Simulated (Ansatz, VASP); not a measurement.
# One calculation of AlGa3N4, two programs

The input INCAR:

```
PREC = Accurate ; ENCUT = 520
EDIFF = 1E-6 ; ISMEAR = 0
SIGMA = 0.05 ; LREAL = F
LASPH = T ; NELM = 80
ALGO = Normal ; ISIF = 2
LWAVE = F ; LCHARG = F
GGA = PS ; NBANDS = 41
```

Contents of KPOINTS:

```
regular mesh
0
Gamma
  6 8 6
```

The input POSCAR:

```
AlGa3N4
1.0
    5.1423511994      0.0000000000      0.0001215027
    0.0000000000      3.1649848006      0.0000000000
   -0.0035856898      0.0000000000      5.4784941377
Al Ga N
1 3 4
Direct
    0.0112142898      0.5000000000      0.6622570014
    0.5004634912      0.5000000000      0.3343721472
    0.4979492058      0.0000000000      0.8316524626
    0.9981416352      0.0000000000      0.1658359446
    0.1100067203      0.5000000000      0.3801474990
    0.1192096114      0.0000000000      0.7985305525
    0.6291116180      0.0000000000      0.1828223859
    0.6174485165      0.5000000000      0.6522761348
```

Input for Ansatz:

```yaml
crystal:
  lattice:
    - [5.1423511994, 0.0, 0.0001215027]
    - [0.0, 3.1649848006, 0.0]
    - [-0.0035856898, 0.0, 5.4784941377]
  atoms:
    - { symbol: Al, position: [0.0112142898, 0.5, 0.6622570014] }
    - { symbol: Ga, position: [0.5004634912, 0.5, 0.3343721472] }
    - { symbol: Ga, position: [0.4979492058, 0.0, 0.8316524626] }
    - { symbol: Ga, position: [0.9981416352, 0.0, 0.1658359446] }
    - { symbol: "N", position: [0.1100067203, 0.5, 0.380147499] }
    - { symbol: "N", position: [0.1192096114, 0.0, 0.7985305525] }
    - { symbol: "N", position: [0.629111618, 0.0, 0.1828223859] }
    - { symbol: "N", position: [0.6174485165, 0.5, 0.6522761348] }
basis:
  ecutwfc: 420
kpoints:
  mp_grid: { grid: [6, 8, 6] }
hamiltonian:
  xc: pbesol
scf:
  occupations: { method: gaussian, width: 0.05 }
output:
  forces: true
  stress: true
  eigenvalues: true
```

Change from the starting cell: mode 24 (697.0 1/cm) frozen in, largest displacement +0.225 Å.

Alike in both runs: task single point; functional PBEsol; k mesh 6 × 8 × 6; occupations gaussian, width 0.05 eV; no spin polarisation.

```csv
,VASP,Ansatz
version,VASP 6.6.1,Ansatz 0.2.0
potentials or method,"VASP PAW PBE potentials, release 64 (Al, Ga_d, N), cutoff 520 eV","scalar-relativistic, plane waves, PAW"
valence electrons in the cell,62,62
```

|  | VASP | Ansatz | Ansatz less VASP |
| --- | --- | --- | --- |
| gap on the k mesh at the Fermi level (eV) | 2.12 | 2.10 | -0.015 |
| least direct gap on the mesh (eV) | 2.12 | 2.10 | -0.015 |
| pressure (GPa) | 5.4 | 5.4 | -0.01 |
| traceless stress, the component that is largest in VASP (GPa) | 7.91 | 7.72 | -0.188 |
| rms of the force components (eV/Å) | 2.442 | 2.417 | -0.0255 |

VASP's potentials were made for PBE, not for PBEsol. Atom by atom the forces differ by 0.030 eV/Å (rms over components).
